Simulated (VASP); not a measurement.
Set up this calculation in VASP 6.6.1, as the native input.

- Task: single point
- Functional: PBE
- Potentials or basis: VASP PAW PBE potentials, release 64 (Na_pv, Cl)
- Cutoff: 520 eV
- k mesh: 10 × 10 × 6
- Occupations: fermi-dirac, width 0.03 eV
- Spin: no spin polarisation
- Dipole correction: no
- Further INCAR settings: ALGO = Normal; EDIFF = 1e-06; NBANDS = 22

The structure of NaCl (wurtzite type) lies in POSCAR:

```
NaCl
1.0
    4.7789669450      0.0000000000      0.0000000000
   -2.3894834725      4.1387067782      0.0000000000
    0.0000000000      0.0000000000      5.6583025122
Na Cl
2 2
Direct
    0.3333333333      0.6666666667     -0.0619970283
    0.6666666667      0.3333333333      0.4380029717
    0.3333333333      0.6666666667      0.4379970283
    0.6666666667      0.3333333333      0.9379970283
```

One way to write it, as run:

INCAR

```
SYSTEM = NaCl
  PREC = Accurate
  ENCUT = 520
  EDIFF = 1E-6
  ISMEAR = -1
  SIGMA = 0.03
  LREAL = .FALSE.
  LASPH = .TRUE.
  NELM = 100
  ALGO = Normal
  ISIF = 2
  LWAVE = .FALSE.
  LCHARG = .TRUE.
  GGA = PE
  LELF = .TRUE.
  LVHAR = .TRUE.
  NBANDS = 22
```

KPOINTS

```
Automatic mesh
0
G
  10 10 6
  0 0 0
```

Potentials or basis: VASP PAW PBE potentials, release 64 (Na_pv, Cl).

Launch:

```bash
$ cat potpaw_PBE.64/Na_pv/POTCAR potpaw_PBE.64/Cl/POTCAR > POTCAR
$ mpirun -np 1 vasp_std > vasp.out
```

It gave:

The pressure is 0.0 GPa and the band gap on the k mesh is 4.74 eV, direct.

Run time: 48 s on 1 thread of Intel(R) Xeon(R) 6975P-C (Granite Rapids), on a shared host, peak memory 0.26 GiB.
